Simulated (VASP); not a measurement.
# BP (F-43m) in VASP: further runs, part 2 of 2

VASP 6.6.1. Earlier steps stand in the parts before.

### 3 Single point, PBE

This run uses another cell than the first one, of 11.42 Å³/atom.

The input, INCAR:

```
SYSTEM = BP
PREC = Accurate
ENCUT = 500
EDIFF = 1E-6
ISMEAR = 0
SIGMA = 0.01
LREAL = .FALSE.
LASPH = .TRUE.
NELM = 120
ALGO = Normal
ISIF = 2
LWAVE = .FALSE.
LCHARG = .TRUE.
GGA = PE
LELF = .TRUE.
LVHAR = .TRUE.
NBANDS = 11
GGA_COMPAT = .FALSE.
```

The input, KPOINTS:

```
regular mesh
0
G
  8 8 8
  0 0 0
```

The input, POSCAR:

```
BP
1.0
    0.0000000000      2.2521554317      2.2521554317
    2.2521554317      0.0000000000      2.2521554317
    2.2521554317      2.2521554317      0.0000000000
B P
1 1
Direct
    0.0000000000      0.0000000000      0.0000000000
    0.7500000000      0.7500000000      0.7500000000
```

Potentials or basis: VASP PAW PBE potentials, release 64 (B, P).

Command:

```console
cat potpaw_PBE.64/B/POTCAR potpaw_PBE.64/P/POTCAR > POTCAR
mpirun -np 1 vasp_std > vasp.out
```

OUTCAR:

```text
SYSTEM = BP
   PREC = Accurate
   ENCUT = 500
   EDIFF = 1E-6
   ISMEAR = 0
   LREAL = .FALSE.
   LASPH = .TRUE.
   NELM = 120
   ISIF = 2
   GGA = PE

 ion  position               nearest neighbor table
   1  0.000  0.000  0.000-   2 1.95   2 1.95   2 1.95   2 1.95
   2  0.750  0.750  0.750-   1 1.95   1 1.95   1 1.95   1 1.95

  LATTYP: Found a face centered cubic cell.
 ALAT       =     4.5043108634

  Lattice vectors:

 A1 = (   0.0000000000,   2.2521554317,   2.2521554317)
 A2 = (   2.2521554317,   0.0000000000,   2.2521554317)
 A3 = (   2.2521554317,   2.2521554317,   0.0000000000)

Analysis of symmetry for initial positions (statically):
=====================================================================
 Subroutine PRICEL returns:
 Original cell was already a primitive cell.

 Routine SETGRP: Setting up the symmetry group for a
 face centered cubic supercell.

 Subroutine GETGRP returns: Found 24 space group operations
 (whereof 24 operations were pure point group operations)
 out of a pool of 48 trial point group operations.

The static configuration has the point symmetry T_d .

Analysis of symmetry for dynamics (positions and initial velocities):
=====================================================================
 Subroutine PRICEL returns:
 Original cell was already a primitive cell.

 Routine SETGRP: Setting up the symmetry group for a
 face centered cubic supercell.

 Subroutine GETGRP returns: Found 24 space group operations
 (whereof 24 operations were pure point group operations)
 out of a pool of 48 trial point group operations.

The dynamic configuration has the point symmetry T_d .

 Subroutine INISYM returns: Found 24 space group operations
 (whereof 24 operations are pure point group operations),
 and found     1 'primitive' translations

----------------------------------------------------------------------------------------

                                     Primitive cell

  volume of cell :      22.8468

  direct lattice vectors                    reciprocal lattice vectors
     0.000000000  2.252155432  2.252155432    -0.222009544  0.222009544  0.222009544
     2.252155432  0.000000000  2.252155432     0.222009544 -0.222009544  0.222009544
     2.252155432  2.252155432  0.000000000     0.222009544  0.222009544 -0.222009544

  length of vectors
     3.185028756  3.185028756  3.185028756     0.384531810  0.384531810  0.384531810

  position of ions in fractional coordinates (direct lattice)
     0.000000000  0.000000000  0.000000000
     0.750000000  0.750000000  0.750000000

  ion indices of the primitive-cell ions
   primitive index   ion index
                 1           1
                 2           2

----------------------------------------------------------------------------------------

 KPOINTS: regular mesh

Automatic generation of k-mesh.
 Grid dimensions read from file:
 generate k-points for:    8    8    8

 Generating k-lattice:

  Cartesian coordinates                     Fractional coordinates (reciprocal lattice)
    -0.027751193  0.027751193  0.027751193     0.125000000  0.000000000  0.000000000
     0.027751193 -0.027751193  0.027751193     0.000000000  0.125000000  0.000000000
     0.027751193  0.027751193 -0.027751193     0.000000000  0.000000000  0.125000000

  Length of vectors
     0.048066476  0.048066476  0.048066476

  Shift w.r.t. Gamma in fractional coordinates (k-lattice)
     0.000000000  0.000000000  0.000000000

 Subroutine IBZKPT returns following result:
 ===========================================

 Found     29 irreducible k-points:

 Following reciprocal coordinates:
            Coordinates               Weight
  0.000000  0.000000  0.000000      1.000000
  0.125000  0.000000  0.000000      8.000000
  0.250000  0.000000  0.000000      8.000000
  0.375000  0.000000  0.000000      8.000000
  0.500000  0.000000  0.000000      4.000000
  0.125000  0.125000  0.000000      6.000000
[... 16 lines left out ...]
  0.500000  0.250000  0.125000     48.000000
 -0.375000  0.250000  0.125000     24.000000
 [... further k-points ...]
   k-points           NKPTS =     29   k-points in BZ     NKDIM =     29   number of bands    NBANDS=     11
   number of dos      NEDOS =    301   number of ions     NIONS =      2
   total plane-waves  NPLWV =  13824
   dimension x,y,z NGX =    24 NGY =   24 NGZ =   24
   dimension x,y,z NGXF=    48 NGYF=   48 NGZF=   48
   ions per type =               1   1
   NGX,Y,Z   is equivalent  to a cutoff of  12.53, 12.53, 12.53 a.u.
   NGXF,Y,Z  is equivalent  to a cutoff of  25.05, 25.05, 25.05 a.u.
 SYSTEM =  BP
   PREC   = accura    normal or accurate (medium, high low for compatibility)
   ISTART =      0    job   : 0-new  1-cont  2-samecut
   ICHARG =      2    charge: 1-file 2-atom 10-const
   ISPIN  =      1    spin polarized calculation?
   LNONCOLLINEAR =      F non collinear calculations
   LSORBIT =      F    spin-orbit coupling
   LASPH  =      T    aspherical Exc in radial PAW
   ENCUT  =  500.0 eV  36.75 Ry    6.06 a.u.   5.81  5.81  5.81*2*pi/ulx,y,z
   NELM   =    120;   NELMIN=  2; NELMDL= -5     # of ELM steps
   EDIFF  = 0.1E-05   stopping-criterion for ELM
   LREAL  =      F    real-space projection
   EDIFFG = 0.1E-04   stopping-criterion for IOM
   NSW    =      0    number of steps for IOM
   IBRION =     -1    ionic relax: 0-MD 1-quasi-New 2-CG
   NFREE  =      0    steps in history (QN), initial steepest desc. (CG)
   ISIF   =      2    stress and relaxation
   ISYM   =      2    0-nonsym 1-usesym 2-fastsym
   POTIM  = 0.5000    time-step for ionic-motion
   TEBEG  =    0.0;   TEEND  =   0.0 temperature during run
   PSTRESS=    0.0 pullay stress
   NELECT =       8.0000    total number of electrons
   NUPDOWN=      -1.0000    fix difference up-down
   EMIN   =  10.00;   EMAX   =-10.00  energy-range for DOS
   EFERMI =   0.00;   METHOD = LEGACY
   ISMEAR =     0;   SIGMA  =   0.01  broadening in eV -4-tet -1-fermi 0-gaus
   EFERMI_NEDOS =   21; number of points for ismear=-14 and -15
   IALGO  =     38    algorithm
   IMIX   =      4    mixing-type and parameters
     AMIX     =   0.40;   BMIX     =  1.00
     AMIX_MAG =   1.60;   BMIX_MAG =  1.00
  volume/ion in A,a.u.               =      11.42        77.09
  Fermi-wavevector in a.u.,A,eV,Ry     =   1.153887  2.180530 18.115536  1.331454
  Thomas-Fermi vector in A             =   2.290527
   LORBIT       =      0    0 simple, 1 ext, 2 COOP (PROOUT), +10 PAW based schemes
   GGA     = PE    functional components
   LHFCALC =     F    Hartree Fock is set to
   AEXX    =    0.0000 exact exchange contribution
   IVDW    =     0    specifies the selected vdW correction
   LEPSILON=     F    determine dielectric tensor
   LRPA    =     F    only Hartree local field effects (RPA)
 non-spin polarized calculation
 Gauss-broadening in eV      SIGMA  =   0.01
  energy-cutoff  :      500.00
  volume of cell :       22.85
 maximum number of plane-waves:       604
   NGX = 11   NGY = 11   NGZ = 11

 number of electron       8.0000001 magnetization

 Free energy of the ion-electron system (eV)
  ---------------------------------------------------
  ext. energy  EPLUGINS =         0.00000000
  ---------------------------------------------------
  free energy    TOTEN  =       -12.91900961 eV

  energy without entropy =      -12.91900961  energy(sigma->0) =      -12.91900961

 E-fermi :   7.7811     XC(G=0): -11.0033

 val. band max:        7.7005615135   @ k =   0.0000   0.0000   0.0000
 cond. band min:       8.9417839524   @ k =   0.3750   0.3750   0.0000
 fundamental gap:      1.2412224389
 Fermi energy:         7.7811371195

 k-point     1 :       0.0000    0.0000    0.0000
  band No.  band energies     occupation
      1      -7.9613      2.00000
      2       7.7006      2.00000
      3       7.7006      2.00000
      4       7.7006      2.00000
      5      11.1345      0.00000
      6      11.1345      0.00000
      7      11.1345      0.00000
      8      15.4175      0.00000
      9      19.3659      0.00000
     10      19.8929      0.00000
     11      19.8929      0.00000
[... 309 lines left out ...]
 k-point    24 :      -0.3750    0.2500    0.1250
  band No.  band energies     occupation
      1      -3.8783      2.00000
      2      -0.8891      2.00000
      3       3.1035      2.00000
      4       4.5180      2.00000
      5      11.8937      0.00000
      6      12.9763      0.00000
      7      16.1541      0.00000
      8      17.6313      0.00000
      9      18.2565      0.00000
     10      22.2726      0.00000
     11      24.7305      0.00000

 [... further k-points ...]

------------------------ aborting loop because EDIFF is reached ----------------------------------------

  FORCE on cell =-STRESS in cart. coord.  units (eV):
  Direction    XX          YY          ZZ          XY          YZ          ZX
  --------------------------------------------------------------------------------------
  -------------------------------------------------------------------------------------
  Total        0.6803690      0.6803690      0.6803690     -0.0000000      0.0000000      0.0000000
  in kB       47.7122613     47.7122613     47.7122613     -0.0000000      0.0000000      0.0000000
  external PRESSURE =      47.7122613 kB  Pullay stress =       0.0000000 kB

 VOLUME and BASIS-vectors are now :
 -----------------------------------------------------------------------------
  energy-cutoff  :      500.00
  volume of cell :       22.85
      direct lattice vectors                 reciprocal lattice vectors
     0.000000000  2.252155432  2.252155432    -0.222009544  0.222009544  0.222009544
     2.252155432  0.000000000  2.252155432     0.222009544 -0.222009544  0.222009544
     2.252155432  2.252155432  0.000000000     0.222009544  0.222009544 -0.222009544

 POSITION                                       TOTAL-FORCE (eV/Angst)
 -----------------------------------------------------------------------------------
      0.00000      0.00000      0.00000        -0.000000     -0.000000     -0.000000
      3.37823      3.37823      3.37823         0.000000      0.000000      0.000000
 -----------------------------------------------------------------------------------
    total drift:                               -0.000000     -0.000000     -0.000000

  FREE ENERGIE OF THE ION-ELECTRON SYSTEM (eV)
  ---------------------------------------------------
  free  energy   TOTEN  =       -12.9190096050 eV

  energy  without entropy=      -12.9190096050  energy(sigma->0) =      -12.91900961
```

OSZICAR:

```text
N       E                     dE             d eps       ncg     rms          rms(c)
DAV:   1     0.986740844806E+01    0.98674E+01   -0.41562E+03   638   0.643E+02
DAV:   2    -0.130320928067E+02   -0.22900E+02   -0.21588E+02   852   0.111E+02
DAV:   3    -0.136732121531E+02   -0.64112E+00   -0.63954E+00   803   0.161E+01
DAV:   4    -0.136758550089E+02   -0.26429E-02   -0.26426E-02   709   0.124E+00
DAV:   5    -0.136758683471E+02   -0.13338E-04   -0.13338E-04   786   0.894E-02    0.745E+00
DAV:   6    -0.130246009651E+02    0.65127E+00   -0.14537E+00   725   0.528E+00    0.401E+00
DAV:   7    -0.129265681628E+02    0.98033E-01   -0.25545E-01   791   0.252E+00    0.136E+00
DAV:   8    -0.129184863877E+02    0.80818E-02   -0.27582E-02   745   0.952E-01    0.201E-01
DAV:   9    -0.129188031154E+02   -0.31673E-03   -0.70803E-04   736   0.181E-01    0.132E-01
DAV:  10    -0.129189979009E+02   -0.19479E-03   -0.24385E-04   714   0.983E-02    0.288E-02
DAV:  11    -0.129190086615E+02   -0.10761E-04   -0.12015E-05   810   0.226E-02    0.355E-02
DAV:  12    -0.129190096050E+02   -0.94352E-06   -0.48286E-06   716   0.107E-02
   1 F= -.12919010E+02 E0= -.12919010E+02  d E =-.210335E-32
```

stdout:

```text
POSCAR found type information on POSCAR B P
 POSCAR found :  2 types and       2 ions
 scaLAPACK will be used
 LDA part: xc-table for (Slater+PW92), standard interpolation
 POSCAR, INCAR and KPOINTS ok, starting setup
 FFT: planning ... GRIDC
 FFT: planning ... GRID_SOFT
 FFT: planning ... GRID
 WAVECAR not read
 entering main loop
```

It took 5.5 s on 1 thread of AMD EPYC 7R13 (Zen 3), shared host; peak memory 0.1 GiB.

Results:

```yaml
Free_energy: -12.9190 eV
Pressure: 4.8 GPa
Band_gap_on_the_k_mesh: 1.24 eV (least direct gap 3.43 eV)
```

Levels at points of the mesh, in eV from the valence-band top:
```tsv
k point	band 1	band 2	band 3	band 4	band 5	band 6	band 7	band 8	band 9
(0.00, 0.00, 0.00)	-15.66	0.00	0.00	0.00	3.43	3.43	3.43	7.72	11.67
(0.50, 0.00, 0.00)	-12.25	-9.20	-1.78	-1.78	3.92	4.73	4.73	10.20	14.77
(0.50, 0.50, 0.00)	-10.69	-8.70	-4.20	-4.20	1.29	1.64	12.33	12.33	15.50
```

Caveat: the cell stands under pressure.

### 4 Relaxation of cell and atoms, PBE, target pressure -2 GPa, at which the enthalpy is minimised

This run uses another cell than the first one, of 11.68 Å³/atom.

The input, INCAR:

```
  PREC = Accurate
  ENCUT = 500
  EDIFF = 1E-7
  ISMEAR = 0
  SIGMA = 0.01
  LREAL = False
  LASPH = True
  NELM = 120
  ALGO = Normal
  ISIF = 3
  LWAVE = False
  LCHARG = False
  GGA = PE
  IBRION = 2
  NSW = 80
  EDIFFG = -0.02
  PSTRESS = -20.0
  GGA_COMPAT = False
  NELMIN = 4
```

The input, KPOINTS:

```
Automatic mesh
0
Gamma
  8 8 8
```

The input, POSCAR:

```
BP
1.0
    0.0000000000      2.2690000000      2.2690000000
    2.2690000000      0.0000000000      2.2690000000
    2.2690000000      2.2690000000      0.0000000000
B P
1 1
Direct
    0.0000000000      0.0000000000      0.0000000000
    0.7500000000      0.7500000000      0.7500000000
```

Command:

```console
cat potpaw_PBE.64/B/POTCAR potpaw_PBE.64/P/POTCAR > POTCAR
mpirun -np 1 vasp_std > vasp.out
```

It took 9.4 s on 1 thread of AMD EPYC 7R13 (Zen 3), shared host; peak memory 0.1 GiB.

It converged, with:

```yaml
Free_energy: -12.9268 eV
Relaxed_volume: 11.90 Å³/atom
Relaxed_cell: a = 3.228 Å, b = 3.228 Å, c = 3.228 Å, α = 60.00°, β = 60.00°, γ = 60.00°
Space_group_after_relaxing_to_0.1_Å: F-43m (No. 216)
Energy_change_on_relaxing_the_run_minimises_the_enthalpy: +0.8 meV/atom
Ionic_steps: 3
Pressure_after_relaxing: -2.0 GPa
Band_gap_on_the_k_mesh: 1.29 eV (least direct gap 3.37 eV)
```

Step by step:
```tsv
step	energy change (eV)	largest force (eV/Å)	pressure (GPa)	volume (Å³)
1	0.0000	0.0000	0.92	23.36
2	0.0070	0.0000	-3.86	24.09
3	0.0015	0.0000	-1.99	23.79
```

Final structure:
```yaml
crystal:
  lattice:
    - [0.00000, 2.28287, 2.28287]
    - [2.28287, 0.00000, 2.28287]
    - [2.28287, 2.28287, 0.00000]
  atoms:
    - { symbol: B, position: [0.00000, 0.00000, 0.00000] }
    - { symbol: P, position: [0.75000, 0.75000, 0.75000] }
```

Levels at points of the mesh, in eV from the valence-band top:
| k point | band 1 | band 2 | band 3 | band 4 | band 5 | band 6 | band 7 | band 8 |
| --- | --- | --- | --- | --- | --- | --- | --- | --- |
| (0.00, 0.00, 0.00) | -15.30 | 0.00 | 0.00 | 0.00 | 3.37 | 3.37 | 3.37 | 7.10 |
| (0.50, 0.00, 0.00) | -12.04 | -8.90 | -1.74 | -1.74 | 3.67 | 4.70 | 4.70 | 10.06 |
| (0.50, 0.50, 0.00) | -10.54 | -8.49 | -4.05 | -4.05 | 1.37 | 1.68 | 11.95 | 11.95 |

Caveat: the cell is relaxed towards a set pressure, so the run minimises the enthalpy, not the energy.

### 5 Overview

```csv
task,cell,gap on the mesh (eV),pressure (GPa)
single point,"a = 3.203 Å, angles 60.0°, 2 atoms",1.26,1.8
single point,"a = 3.185 Å, angles 60.0°, 2 atoms",1.24,4.8
relaxation of cell and atoms,"relaxed to -2 GPa from a = 3.209 Å, angles 60.0°, 2 atoms",1.29,-2.0
```

Alike in all rows: level PBE; potentials or basis VASP PAW PBE potentials, release 64 (B, P); no spin polarisation; k mesh 8 × 8 × 8; cutoff (eV) 500; smearing gaussian 0.01 eV.

Caveats: the cell stands under pressure (at least some runs); the cell is relaxed towards a set pressure, so the run minimises the enthalpy, not the energy (at least some runs).

Total energies depend on the potentials used, so only differences within one code and one set of settings carry meaning.
